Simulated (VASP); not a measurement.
# WSe2 (P6_3/mmc) in VASP: single point with PBEsol

Aim: the single point of WSe2 with PBEsol.

Everything below comes from runs of VASP 6.6.1. Logs are shortened: lines on timing, memory, paths and dates and some standing lists are left out, and cuts for length are marked.

**What was measured.**

From “Time-resolved XUV ARPES with tunable 24–33 eV laser pulses at 30 meV resolution”, 2019, pmc:6684652, for a bulk crystal of WSe2: band gap 1.3 eV (indirect).

How close the calculation comes is told below.

## (1) The cell of the first run

The structure is hexagonal, space group P6_3/mmc (No. 194). Conventional cell: a = 3.271 Å, b = 3.271 Å, c = 13.224 Å, α = 90.00°, β = 90.00°, γ = 120.00°. Within 3.3 Å of W (site symmetry -6m2) lie 6 Se at 2.52 Å and 6 W at 3.27 Å. Se (site symmetry 3m) has 3 W at 2.52 Å and 7 Se at 3.27 to 3.35 Å within 3.4 Å.

## (2) Single point, PBEsol

File INCAR:

```
SYSTEM = WSe2
PREC = Accurate
ENCUT = 500
EDIFF = 1E-6
ISMEAR = 0
SIGMA = 0.02
LREAL = .FALSE.
LASPH = .TRUE.
NELM = 120
ALGO = Normal
ISIF = 2
LWAVE = .FALSE.
LCHARG = .FALSE.
GGA = PS
NBANDS = 35
ISYM = -1
GGA_COMPAT = .FALSE.
KPAR = 1
```

File KPOINTS:

```
explicit points
144
Reciprocal
  0.04166667   0.04166667   0.25000000 2
  0.04166667   0.04166667   0.75000000 2
  0.04166667   0.12500000   0.25000000 2
  0.04166667   0.12500000   0.75000000 2
  0.04166667   0.20833333   0.25000000 2
  0.04166667   0.20833333   0.75000000 2
[... 136 lines left out ...]
  0.45833333   0.95833333   0.25000000 2
  0.45833333   0.95833333   0.75000000 2
```

File POSCAR:

```
WSe2
1.0
    3.2707424791      0.0000000000      0.0000000000
   -1.6353712395      2.8325460761      0.0000000000
    0.0000000000      0.0000000000     13.2240569018
W Se
2 4
Direct
    0.3333333333      0.6666666667      0.2500000000
    0.6666666667      0.3333333333      0.7500000000
    0.3333333333      0.6666666667      0.6233785393
    0.6666666667      0.3333333333      0.1233785393
    0.3333333333      0.6666666667      0.8766214607
    0.6666666667      0.3333333333      0.3766214607
```

Potentials or basis: VASP PAW PBE potentials, release 64 (W_sv, Se).

The run is started by

```
$ cat potpaw_PBE.64/W_sv/POTCAR potpaw_PBE.64/Se/POTCAR > POTCAR
$ mpirun -np 4 vasp_std > vasp.out
```

OUTCAR:

```text
SYSTEM = WSe2
   PREC = Accurate
   ENCUT = 500
   EDIFF = 1E-6
   ISMEAR = 0
   LREAL = .FALSE.
   LASPH = .TRUE.
   NELM = 120
   ISIF = 2
   GGA = PS
   ISYM = -1

 ion  position               nearest neighbor table
   1  0.333  0.667  0.250-   4 2.52   6 2.52   4 2.52   6 2.52   4 2.52   6 2.52
   2  0.667  0.333  0.750-   3 2.52   5 2.52   3 2.52   5 2.52   3 2.52   5 2.52
   3  0.333  0.667  0.623-   2 2.52   2 2.52   2 2.52
   4  0.667  0.333  0.123-   1 2.52   1 2.52   1 2.52
   5  0.333  0.667  0.877-   2 2.52   2 2.52   2 2.52
   6  0.667  0.333  0.377-   1 2.52   1 2.52   1 2.52

IMPORTANT INFORMATION: All symmetrisations will be switched off!
NOSYMM: (Re-)initialisation of all symmetry stuff for point group C_1.

----------------------------------------------------------------------------------------

                                     Primitive cell

  volume of cell :     122.5147

  direct lattice vectors                    reciprocal lattice vectors
     3.270742479  0.000000000  0.000000000     0.305740977  0.176519635  0.000000000
    -1.635371239  2.832546076  0.000000000     0.000000000  0.353039270  0.000000000
     0.000000000  0.000000000 13.224056902     0.000000000  0.000000000  0.075619759

  length of vectors
     3.270742479  3.270742479 13.224056902     0.353039270  0.353039270  0.075619759

  position of ions in fractional coordinates (direct lattice)
     0.333333333  0.666666667  0.250000000
     0.666666667  0.333333333  0.750000000
     0.333333333  0.666666667  0.623378539
     0.666666667  0.333333333  0.123378539
     0.333333333  0.666666667  0.876621461
     0.666666667  0.333333333  0.376621461

  ion indices of the primitive-cell ions
   primitive index   ion index
                 1           1
                 2           2
                 3           3
                 4           4
                 5           5
                 6           6

----------------------------------------------------------------------------------------

 KPOINTS: explicit points

Read explicit list of k-points.

 Found    144 k-points:

 Following reciprocal coordinates:
            Coordinates               Weight
  0.041667  0.041667  0.250000      0.006944
  0.041667  0.041667  0.750000      0.006944
  0.041667  0.125000  0.250000      0.006944
  0.041667  0.125000  0.750000      0.006944
  0.041667  0.208333  0.250000      0.006944
  0.041667  0.208333  0.750000      0.006944
[... 16 lines left out ...]
  0.041667  0.958333  0.250000      0.006944
  0.041667  0.958333  0.750000      0.006944
 [... further k-points ...]
   k-points           NKPTS =    144   k-points in BZ     NKDIM =    144   number of bands    NBANDS=     36
   number of dos      NEDOS =    301   number of ions     NIONS =      6
   total plane-waves  NPLWV =  55296
   dimension x,y,z NGX =    24 NGY =   24 NGZ =   96
   dimension x,y,z NGXF=    48 NGYF=   48 NGZF=  192
   ions per type =               2   4
   NGX,Y,Z   is equivalent  to a cutoff of  12.20, 12.20, 12.07 a.u.
   NGXF,Y,Z  is equivalent  to a cutoff of  24.40, 24.40, 24.14 a.u.
 SYSTEM =  WSe2
   PREC   = accura    normal or accurate (medium, high low for compatibility)
   ISTART =      0    job   : 0-new  1-cont  2-samecut
   ICHARG =      2    charge: 1-file 2-atom 10-const
   ISPIN  =      1    spin polarized calculation?
   LNONCOLLINEAR =      F non collinear calculations
   LSORBIT =      F    spin-orbit coupling
   LASPH  =      T    aspherical Exc in radial PAW
   ENCUT  =  500.0 eV  36.75 Ry    6.06 a.u.   5.96  5.96 24.11*2*pi/ulx,y,z
   NELM   =    120;   NELMIN=  2; NELMDL= -5     # of ELM steps
   EDIFF  = 0.1E-05   stopping-criterion for ELM
   LREAL  =      F    real-space projection
   EDIFFG = 0.1E-04   stopping-criterion for IOM
   NSW    =      0    number of steps for IOM
   IBRION =     -1    ionic relax: 0-MD 1-quasi-New 2-CG
   NFREE  =      0    steps in history (QN), initial steepest desc. (CG)
   ISIF   =      2    stress and relaxation
   ISYM   =     -1    0-nonsym 1-usesym 2-fastsym
   POTIM  = 0.5000    time-step for ionic-motion
   TEBEG  =    0.0;   TEEND  =   0.0 temperature during run
   PSTRESS=    0.0 pullay stress
   NELECT =      52.0000    total number of electrons
   NUPDOWN=      -1.0000    fix difference up-down
   EMIN   =  10.00;   EMAX   =-10.00  energy-range for DOS
   EFERMI =   0.00;   METHOD = LEGACY
   ISMEAR =     0;   SIGMA  =   0.02  broadening in eV -4-tet -1-fermi 0-gaus
   EFERMI_NEDOS =   21; number of points for ismear=-14 and -15
   IALGO  =     38    algorithm
   IMIX   =      4    mixing-type and parameters
     AMIX     =   0.40;   BMIX     =  1.00
     AMIX_MAG =   1.60;   BMIX_MAG =  1.00
  volume/ion in A,a.u.               =      20.42       137.79
  Fermi-wavevector in a.u.,A,eV,Ry     =   1.230306  2.324942 20.594509  1.513654
  Thomas-Fermi vector in A             =   2.365160
   LORBIT       =      0    0 simple, 1 ext, 2 COOP (PROOUT), +10 PAW based schemes
   GGA     = PS    functional components
   LHFCALC =     F    Hartree Fock is set to
   AEXX    =    0.0000 exact exchange contribution
   IVDW    =     0    specifies the selected vdW correction
   LEPSILON=     F    determine dielectric tensor
   LRPA    =     F    only Hartree local field effects (RPA)
 non-spin polarized calculation
 Gauss-broadening in eV      SIGMA  =   0.02
  energy-cutoff  :      500.00
  volume of cell :      122.51
 maximum number of plane-waves:      3138
 NGX is ok and might be reduce to    24
   NGX = 11   NGY = 11   NGZ = 49

 number of electron      52.0000002 magnetization

 Free energy of the ion-electron system (eV)
  ---------------------------------------------------
  ext. energy  EPLUGINS =         0.00000000
  ---------------------------------------------------
  free energy    TOTEN  =       -46.55082759 eV

  energy without entropy =      -46.55082759  energy(sigma->0) =      -46.55082759

 E-fermi :   5.9974     XC(G=0): -10.8345

 val. band max:        5.8620578503   @ k =   0.0417   0.9583   0.7500
 cond. band min:       7.1012825367   @ k =   0.2083   0.6250   0.2500
 fundamental gap:      1.2392246864
 Fermi energy:         5.9974041231

 k-point     1 :       0.0417    0.0417    0.2500
  band No.  band energies     occupation
      1     -68.2199      2.00000
      2     -68.2198      2.00000
      3     -32.4833      2.00000
      4     -32.4833      2.00000
      5     -32.3485      2.00000
      6     -32.3485      2.00000
[... 28 lines left out ...]
     35      11.1198      0.00000
     36      11.5396      0.00000

 k-point     2 :       0.0417    0.0417    0.7500
  band No.  band energies     occupation
      1     -68.2199      2.00000
      2     -68.2198      2.00000
      3     -32.4833      2.00000
      4     -32.4833      2.00000
      5     -32.3485      2.00000
      6     -32.3485      2.00000
[... 28 lines left out ...]
     35      11.1198      0.00000
     36      11.5396      0.00000

 k-point     3 :       0.0417    0.1250    0.2500
  band No.  band energies     occupation
      1     -68.2181      2.00000
      2     -68.2181      2.00000
      3     -32.4757      2.00000
      4     -32.4757      2.00000
      5     -32.3877      2.00000
      6     -32.3876      2.00000
[... 28 lines left out ...]
     35      12.0422      0.00000
     36      12.5140      0.00000

 k-point     4 :       0.0417    0.1250    0.7500
  band No.  band energies     occupation
      1     -68.2181      2.00000
      2     -68.2181      2.00000
      3     -32.4757      2.00000
      4     -32.4757      2.00000
      5     -32.3877      2.00000
      6     -32.3876      2.00000
[... 28 lines left out ...]
     35      12.0422      0.00000
     36      12.5140      0.00000

 k-point     5 :       0.0417    0.2083    0.2500
  band No.  band energies     occupation
      1     -68.2154      2.00000
      2     -68.2154      2.00000
      3     -32.4641      2.00000
      4     -32.4641      2.00000
      5     -32.4466      2.00000
      6     -32.4466      2.00000
[... 655 lines left out ...]
 k-point    22 :       0.0417    0.8750    0.7500
  band No.  band energies     occupation
      1     -68.2191      2.00000
      2     -68.2191      2.00000
      3     -32.4802      2.00000
      4     -32.4801      2.00000
      5     -32.3648      2.00000
      6     -32.3647      2.00000
[... 28 lines left out ...]
     35      11.5792      0.00000
     36      12.0000      0.00000

 k-point    23 :       0.0417    0.9583    0.2500
  band No.  band energies     occupation
      1     -68.2203      2.00000
      2     -68.2202      2.00000
      3     -32.4849      2.00000
      4     -32.4849      2.00000
      5     -32.3401      2.00000
      6     -32.3400      2.00000
[... 28 lines left out ...]
     35      10.8167      0.00000
     36      11.2664      0.00000

 k-point    24 :       0.0417    0.9583    0.7500
  band No.  band energies     occupation
      1     -68.2203      2.00000
      2     -68.2202      2.00000
      3     -32.4849      2.00000
      4     -32.4849      2.00000
      5     -32.3401      2.00000
      6     -32.3400      2.00000
[... 28 lines left out ...]
     35      10.8167      0.00000
     36      11.2664      0.00000

 [... further k-points ...]

------------------------ aborting loop because EDIFF is reached ----------------------------------------

  FORCE on cell =-STRESS in cart. coord.  units (eV):
  Direction    XX          YY          ZZ          XY          YZ          ZX
  --------------------------------------------------------------------------------------
  -------------------------------------------------------------------------------------
  Total        0.2925338      0.2928517      0.3704439      0.0002747      0.0000014     -0.0000000
  in kB        3.8255913      3.8297491      4.8444561      0.0035930      0.0000180     -0.0000000
  external PRESSURE =       4.1665989 kB  Pullay stress =       0.0000000 kB

 VOLUME and BASIS-vectors are now :
 -----------------------------------------------------------------------------
  energy-cutoff  :      500.00
  volume of cell :      122.51
      direct lattice vectors                 reciprocal lattice vectors
     3.270742479  0.000000000  0.000000000     0.305740977  0.176519635  0.000000000
    -1.635371239  2.832546076  0.000000000     0.000000000  0.353039270  0.000000000
     0.000000000  0.000000000 13.224056902     0.000000000  0.000000000  0.075619759

 POSITION                                       TOTAL-FORCE (eV/Angst)
 -----------------------------------------------------------------------------------
     -0.00000      1.88836      3.30601        -0.000030      0.000017     -0.000000
      1.63537      0.94418      9.91804         0.000030     -0.000017     -0.000000
     -0.00000      1.88836      8.24359        -0.000015      0.000008     -0.059182
      1.63537      0.94418      1.63156         0.000015     -0.000009     -0.059210
     -0.00000      1.88836     11.59249        -0.000015      0.000009      0.059182
      1.63537      0.94418      4.98046         0.000015     -0.000008      0.059211
 -----------------------------------------------------------------------------------
    total drift:                                0.000000     -0.000000     -0.000001

  FREE ENERGIE OF THE ION-ELECTRON SYSTEM (eV)
  ---------------------------------------------------
  free  energy   TOTEN  =       -46.5508275897 eV

  energy  without entropy=      -46.5508275897  energy(sigma->0) =      -46.55082759
```

Wall time 2 min (4 MPI ranks of Intel Xeon Platinum 8259CL at 2.50GHz (Skylake/Cascade Lake), shared host); peak memory 0.31 GiB.

What came out:

```
Free energy            : -46.5508 eV
Pressure               : 0.4 GPa
Largest force          : 0.059 eV/Å
Band gap on the k mesh : 1.24 eV (least direct gap 1.78 eV)
```

Forces on the atoms (eV/Å):
```
W    0.000  0.000  0.000
W    0.000  0.000  0.000
Se   0.000  0.000 -0.059
Se   0.000  0.000 -0.059
Se   0.000  0.000  0.059
Se   0.000  0.000  0.059
```

Levels at points of the mesh, in eV from the valence-band top:
```tsv
k point	band 23	band 24	band 25	band 26	band 27	band 28	band 29	band 30
(0.04, 0.04, 0.25)	-1.33	-1.24	-0.48	-0.07	2.71	2.71	2.77	2.83
```

Caveat: the PAW data sets were made with another functional, which shifts forces and pressure a little; spin-orbit coupling is left out, which moves the levels of the heavy elements; a shifted mesh leaves out Γ, where band edges can lie; this functional lacks dispersion, which binds layers or chains, so the pressure and a relaxed spacing across them are unreliable.

## (3) How close it comes

Step 2. Measured gap of WSe2: 1.3 eV (indirect; “Time-resolved XUV ARPES with tunable 24–33 eV laser pulses at 30 meV resolution”, 2019, pmc:6684652). This calculation gives 1.24 eV (-0.06 eV). Spin-orbit coupling on Se, W is left out. The value is that of PBEsol on a finite k mesh, which can miss the band edges, without temperature or zero-point motion. Semilocal functionals fall short of measured gaps as a rule.
